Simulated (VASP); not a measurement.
Input of a VASP 6.6.1 run:

The input INCAR:

```
SYSTEM = Os
  PREC = Accurate
  ENCUT = 520
  EDIFF = 1E-7
  ISMEAR = -1
  SIGMA = 0.1
  LREAL = .FALSE.
  LASPH = .TRUE.
  NELM = 100
  ALGO = Normal
  ISIF = 2
  LWAVE = .FALSE.
  LCHARG = .TRUE.
  GGA = PE
  LELF = .TRUE.
  LVHAR = .TRUE.
  NBANDS = 15
```

File KPOINTS:

```
regular mesh
0
G
  6 6 4
  0 0 0
```

The input POSCAR:

```
Os
1.0
    2.7559294133      0.0000000000      0.0000000000
   -1.3779647066      2.3867048830      0.0000000000
    0.0000000000      0.0000000000      4.3426533301
Os
2
Direct
    0.3333333333      0.6666666667      0.2500000000
    0.6666666667      0.3333333333      0.7500000000
```

Potentials or basis: VASP PAW PBE potentials, release 64 (Os).

Run with:

```sh
$ cat potpaw_PBE.64/Os/POTCAR > POTCAR
$ mpirun -np 1 vasp_std > vasp.out
```

Task: Estimate the pressure.

Result: 0.6 GPa.

Task: Estimate the band gap on the k mesh.

Result: Zero (band 8 reaches 11.08 eV, above the bottom of band 9 at 7.61 eV).

Stress tensor (GPa, compression positive):
```
 1.89  0.00  0.00
 0.00  1.89  0.00
 0.00  0.00 -2.12
```

Caveat: the k points lie up to 0.44 Å⁻¹ apart; spin-orbit coupling is left out, which moves the levels of the heavy elements.
